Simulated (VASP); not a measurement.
Ni, 1 atom in the cell. It takes space group Fm-3m (No. 225, cubic). Conventional cell: a = 3.452 Å, b = 3.452 Å, c = 3.452 Å, α = 90.00°, β = 90.00°, γ = 90.00°. Ni (site symmetry m-3m) has 12 Ni at 2.44 Å within 3.2 Å. 

```yaml
Program: VASP 6.6.1
Task: single point
Functional: r2SCAN
Potentials_or_basis: VASP PAW PBE potentials, release 64 (Ni)
Cutoff: 520 eV
k_mesh: 13 × 13 × 13
Occupations: fermi-dirac, width 0.05 eV
Spin: collinear spin, ferromagnetic start
Starting_moments: "[1.0] μB"
Dipole_correction: no
Further_INCAR_settings: ALGO = Normal; EDIFF = 1e-06; NBANDS = 15
```

Potentials or basis: VASP PAW PBE potentials, release 64 (Ni).

The run is started by

```bash
$ cat potpaw_PBE.64/Ni/POTCAR > POTCAR
$ cp INCAR.step1 INCAR
$ mpirun -np 1 vasp_std > vasp.out
$ cp INCAR.step2 INCAR
$ mpirun -np 1 vasp_std > vasp.out
```

Hardware: 1 thread of Intel Xeon 8259CL, with other jobs on the host.

Estimate the wall time of this run.

Wall time 110 s on 1 thread of Intel Xeon 8259CL, on a shared host, peak memory 0.14 GiB. Counts: k points 84.
